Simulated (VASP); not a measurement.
Runs of VASP 6.6.1 on TiTe2. The structure is that of space group P6_3/mmc (No. 194), or close to it. The cells are those of the table. The cell was generated, and may not be a known phase.

| task | spin | cell | k mesh | cutoff (eV) | gap on the mesh (eV) | pressure (GPa) | relaxed volume (Å³/atom) |
| --- | --- | --- | --- | --- | --- | --- | --- |
| single point | off | a = 5.310, b = 5.310, c = 5.914 Å, angles 90.0, 90.0, 120.0°, 6 atoms | 6 × 6 × 4 | 520 | none | -0.1 | - |
| relaxation of cell and atoms | off | relaxed from a = 6.216, b = 6.216, c = 5.471 Å, angles 90.0, 90.0, 120.0°, 6 atoms | 3 × 3 × 4 | 600 | none | 0.0 | (a) |
| single point | collinear | a = 5.310, b = 5.310, c = 5.914 Å, angles 90.0, 90.0, 120.0°, 6 atoms | 6 × 6 × 4 | 520 | none | 0.7 | - |
| relaxation of cell and atoms | off | relaxed from a = 5.280, b = 5.280, c = 5.944 Å, angles 90.0, 90.0, 120.0°, 6 atoms | 6 × 6 × 4 | 600 | none | -0.1 | 24.07 |
| single point | off | a = 6.216, b = 6.216, c = 5.471 Å, angles 90.0, 90.0, 120.0°, 6 atoms | 3 × 3 × 4 | 520 | none | -2.8 | - |
| single point | off | a = 5.280, b = 5.280, c = 5.944 Å, angles 90.0, 90.0, 120.0°, 6 atoms | 3 × 3 × 4 | 520 | none | (b) | - |

Alike in all rows: level PBE; potentials or basis VASP PAW PBE potentials, release 64 (Ti_sv, Te); smearing gaussian 0.1 eV.

Fill in the values left out.

(a) 23.95; (b) 0.1.

Caveats: some runs use coarse meshes; spin-orbit coupling is left out, which moves the levels of the heavy elements; the highest band is partly filled, so the run has too few bands (at least some runs); the volume moved by over 15 % at a fixed basis, so the end points are rough (at least some runs).

A k mesh can miss the band edges, and the runs leave out spin-orbit coupling on Te.

A gap of «none» marks levels without a gap at the run's occupations.
